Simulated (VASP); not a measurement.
The system is S, in a box.

```xyz
1
Lattice="10.5000 0.0000 0.0000 0.0000 11.0000 0.0000 0.0000 0.0000 11.5000" Properties=species:S:1:pos:R:3 pbc="T T T"
S     5.2500    5.5500    5.7500
```

Program: VASP 6.6.1. Alike in all runs: task single point; potentials or basis VASP PAW PBE potentials, release 64 (S); spin collinear; cell as given; k mesh 1 × 1 × 1; smearing gaussian 0.005 eV.

Task: Order these runs on this cell by their band gap on the k mesh, lowest first.
A. level RPBE; cutoff (eV) 400
B. level revPBE+D3(BJ); cutoff (eV) 400
C. level HSE06+D3(BJ); cutoff (eV) 400; grid for exact exchange (PRECFOCK) Normal; share of exact exchange 0.25; screening parameter 0.2079 1/Å
D. level r2SCAN+rVV10; cutoff (eV) 440

Result: B (metal), A (0.67 eV), D (1.42 eV), C (2.32 eV).

